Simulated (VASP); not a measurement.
# MnO in VASP: a series of runs, part 2 of 2

VASP 6.6.1.

## (3) Electric field gradients, PBE, collinear spin, ferromagnetic start

This run uses another cell than the first one, of 10.97 Å³/atom.

File INCAR:

```
ALGO = Normal
EDIFF = 1E-8
ENCUT = 520
GGA = PE
ISIF = 2
ISMEAR = -1
ISPIN = 2
LASPH = True
LCHARG = False
LEFG = True
LMAXMIX = 4
LORBIT = 11
LREAL = False
LWAVE = False
MAGMOM = 4 0
NBANDS = 20
NELM = 150
PREC = Accurate
SIGMA = 0.05
```

File KPOINTS:

```
k-points
0
Gamma
  16 16 16
```

File POSCAR:

```
MnO
1.0
    0.0000000000      2.2220000000      2.2220000000
    2.2220000000      0.0000000000      2.2220000000
    2.2220000000      2.2220000000      0.0000000000
Mn O
1 1
Direct
    0.0000000000      0.0000000000      0.0000000000
    0.5000000000      0.5000000000      0.5000000000
```

Potentials or basis: VASP PAW PBE potentials, release 64 (Mn_pv, O).

On the command line:

```sh
> cat potpaw_PBE.64/Mn_pv/POTCAR potpaw_PBE.64/O/POTCAR > POTCAR
> mpirun -np 1 vasp_std > vasp.out
```

OUTCAR:

```text
EDIFF = 1E-8
   ENCUT = 520
   GGA = PE
   ISIF = 2
   ISMEAR = -1
   ISPIN = 2
   LASPH = True
   LORBIT = 11
   LREAL = False
   NELM = 150
   PREC = Accurate

 ion  position               nearest neighbor table
   1  0.000  0.000  0.000-   2 2.22   2 2.22   2 2.22   2 2.22   2 2.22   2 2.22
   2  0.500  0.500  0.500-   1 2.22   1 2.22   1 2.22   1 2.22   1 2.22   1 2.22

  LATTYP: Found a face centered cubic cell.
 ALAT       =     4.4440000000

  Lattice vectors:

 A1 = (   0.0000000000,   2.2220000000,   2.2220000000)
 A2 = (   2.2220000000,   0.0000000000,   2.2220000000)
 A3 = (   2.2220000000,   2.2220000000,   0.0000000000)

Analysis of symmetry for initial positions (statically):
=====================================================================
 Subroutine PRICEL returns:
 Original cell was already a primitive cell.

 Routine SETGRP: Setting up the symmetry group for a
 face centered cubic supercell.

 Subroutine GETGRP returns: Found 48 space group operations
 (whereof 48 operations were pure point group operations)
 out of a pool of 48 trial point group operations.
[... 1319 lines left out ...]
    total drift:                                0.000000     -0.000000     -0.000000

  FREE ENERGIE OF THE ION-ELECTRON SYSTEM (eV)
  ---------------------------------------------------
  free  energy   TOTEN  =       -16.4062871637 eV

  energy  without entropy=      -16.3984079092  energy(sigma->0) =      -16.40234754

 Electric field gradients (V/A^2)
---------------------------------------------------------------------
 ion       V_xx      V_yy      V_zz      V_xy      V_xz      V_yz
---------------------------------------------------------------------
   1      -0.000    -0.000     0.000     0.004     0.004     0.004
   2      -0.000    -0.000     0.000     0.000     0.000     0.000
---------------------------------------------------------------------

 Electric field gradients after diagonalization (V/A^2)
 (convention: |V_zz| > |V_xx| > |V_yy|)
----------------------------------------------------------------------
 ion       V_xx      V_yy      V_zz     asymmetry (V_yy - V_xx)/ V_zz
----------------------------------------------------------------------
   1      -0.004    -0.004     0.007       0.000
   2      -0.000    -0.000     0.000       0.000
----------------------------------------------------------------------

           NMR quadrupolar parameters

 Cq : quadrupolar parameter    Cq=e*Q*V_zz/h
 eta: asymmetry parameters     (V_yy - V_xx)/ V_zz
 Q  : nuclear electric quadrupole moment in mb (millibarn)
----------------------------------------------------------------------
 ion       Cq(MHz)       eta       Q (mb)
----------------------------------------------------------------------
   1       0.000       0.000       1.000
   2       0.000       0.000       1.000
----------------------------------------------------------------------

 total charge

# of ion       s       p       d       tot
------------------------------------------
    1        0.203   6.176   4.976  11.355
    2        1.561   3.415   0.000   4.976
--------------------------------------------------
tot          1.764   9.591   4.976  16.331

 magnetization (x)

# of ion       s       p       d       tot
------------------------------------------
    1        0.034   0.026   4.265   4.325
    2        0.030   0.170   0.000   0.201
--------------------------------------------------
tot          0.065   0.196   4.265   4.526
```

OSZICAR:

```text
N       E                     dE             d eps       ncg     rms          rms(c)
DAV:   1     0.169875637160E+03    0.16988E+03   -0.10387E+04 11648   0.112E+03
DAV:   2    -0.102636240286E+02   -0.18014E+03   -0.16773E+03 11836   0.328E+02
DAV:   3    -0.186607874563E+02   -0.83972E+01   -0.82921E+01 13084   0.762E+01
DAV:   4    -0.187226400463E+02   -0.61853E-01   -0.61839E-01 13244   0.674E+00
DAV:   5    -0.187231905427E+02   -0.55050E-03   -0.55049E-03 12988   0.638E-01    0.138E+01
DAV:   6    -0.167248381351E+02    0.19984E+01   -0.98306E+00 15828   0.344E+01    0.133E+01
DAV:   7    -0.164181720941E+02    0.30667E+00   -0.12790E+00 13320   0.162E+01    0.786E+00
DAV:   8    -0.164174893253E+02    0.68277E-03   -0.11802E-01 12820   0.254E+00    0.470E+00
DAV:   9    -0.164036607412E+02    0.13829E-01   -0.38351E-02 12220   0.209E+00    0.117E+00
DAV:  10    -0.164058879152E+02   -0.22272E-02   -0.70247E-03 12660   0.971E-01    0.236E-01
DAV:  11    -0.164062087684E+02   -0.32085E-03   -0.10813E-03 13296   0.305E-01    0.108E-01
DAV:  12    -0.164062700338E+02   -0.61265E-04   -0.50721E-05 12868   0.897E-02    0.322E-02
DAV:  13    -0.164062794942E+02   -0.94604E-05   -0.92475E-06 13244   0.269E-02    0.319E-02
DAV:  14    -0.164062872338E+02   -0.77396E-05   -0.57402E-06 12760   0.194E-02    0.669E-03
DAV:  15    -0.164062872019E+02    0.31931E-07   -0.29447E-07 13360   0.495E-03    0.242E-03
DAV:  16    -0.164062871717E+02    0.30211E-07   -0.47052E-08 12900   0.172E-03    0.170E-03
DAV:  17    -0.164062871637E+02    0.80008E-08   -0.20199E-08 12364   0.142E-03
   1 F= -.16406287E+02 E0= -.16402348E+02  d E =-.787925E-02  mag=     4.7621
```

It took 98 s on 1 thread of AMD EPYC 7R13 (Zen 3), shared host; peak memory 0.19 GiB.

Results:

| Quantity | Value |
| --- | --- |
| Free energy | -16.4063 eV |
| Pressure | 0.1 GPa |
| Net moment | 4.76 μB per cell |
| Site moments | Mn +4.33; O +0.20 μB |
| Largest electric field gradient by atom | zero within the noise of the run |
| Valence electrons inside the program's atomic spheres | Mn 11.36; O 4.98 |

Caveat: a cell with one magnetic atom can't hold antiferromagnetic order, which such compounds often take.
